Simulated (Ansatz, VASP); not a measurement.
One calculation of Al3Ni5, two programs

The input INCAR:

```
  PREC = Accurate
  ENCUT = 520
  EDIFF = 1E-6
  ISMEAR = 0
  SIGMA = 0.15
  LREAL = False
  LASPH = True
  NELM = 100
  ALGO = Fast
  ISIF = 2
  LWAVE = False
  LCHARG = False
  GGA = PS
  NBANDS = 40
```

KPOINTS

```
Automatic mesh
0
Gamma
  8 8 10
```

Contents of POSCAR:

```
Al3Ni5
1.0
    3.2933322733     -3.6919375996      0.0000000000
    3.2933322733      3.6919375996      0.0000000000
    0.0000000000      0.0000000000      3.9063722972
Al Ni
3 5
Direct
    0.5000000000      0.5000000000      0.0000000000
    0.7796888788      0.2203111212      0.5000000000
    0.2203111212      0.7796888788      0.5000000000
    0.0000000000      0.0000000000      0.0000000000
    0.0000000000      0.5000000000      0.0000000000
    0.5000000000      0.0000000000      0.0000000000
    0.2762373070      0.2762373070      0.5000000000
    0.7237626930      0.7237626930      0.5000000000
```

Input for Ansatz:

```yaml
crystal:
  lattice:
    - [3.2933322733, -3.6919375996, 0.0]
    - [3.2933322733, 3.6919375996, 0.0]
    - [0.0, 0.0, 3.9063722972]
  atoms:
    - { symbol: Al, position: [0.5, 0.5, 0.0] }
    - { symbol: Al, position: [0.7796888788, 0.2203111212, 0.5] }
    - { symbol: Al, position: [0.2203111212, 0.7796888788, 0.5] }
    - { symbol: Ni, position: [0.0, 0.0, 0.0] }
    - { symbol: Ni, position: [0.0, 0.5, 0.0] }
    - { symbol: Ni, position: [0.5, 0.0, 0.0] }
    - { symbol: Ni, position: [0.276237307, 0.276237307, 0.5] }
    - { symbol: Ni, position: [0.723762693, 0.723762693, 0.5] }
basis:
  ecutwfc: 420
kpoints:
  mp_grid: { grid: [8, 8, 10] }
hamiltonian:
  xc: pbesol
scf:
  occupations: { method: gaussian, width: 0.15 }
output:
  forces: true
  stress: true
  eigenvalues: true
```

Change from the starting cell: strain +0.000 along x and y, +0.050 along z, atoms carried along.

Alike in both runs: task single point; functional PBEsol; k mesh 8 × 8 × 10; occupations gaussian, width 0.15 eV; no spin polarisation.

```csv
,VASP,Ansatz
version,VASP 6.6.1,Ansatz 0.2.0
potentials or method,"VASP PAW PBE potentials, release 64 (Al, Ni), cutoff 520 eV","scalar-relativistic, plane waves, PAW"
valence electrons in the cell,59,99
```

Ansatz gave:

| Quantity | Value |
| --- | --- |
| gap on the k mesh at the Fermi level (eV) | none |
| pressure (GPa) | -8.0 |
| traceless stress, the component that is largest in VASP (GPa) | -5.05 |
| rms of the force components (eV/Å) | 0.056 |

**Question.** What did VASP give for the same quantities?

**Answer.** gap on the k mesh at the Fermi level (eV): none; pressure (GPa): -7.8; traceless stress, the component that is largest in VASP (GPa): -4.88; rms of the force components (eV/Å): 0.056.

VASP's potentials were made for PBE, not for PBEsol. Atom by atom the forces differ by 0.001 eV/Å (rms over components). A gap of «none» marks a metal or a gap that the smearing closes. VASP's potentials hold 59 valence electrons a cell and Ansatz's 99, so a difference there can come from the potentials and not from the codes.
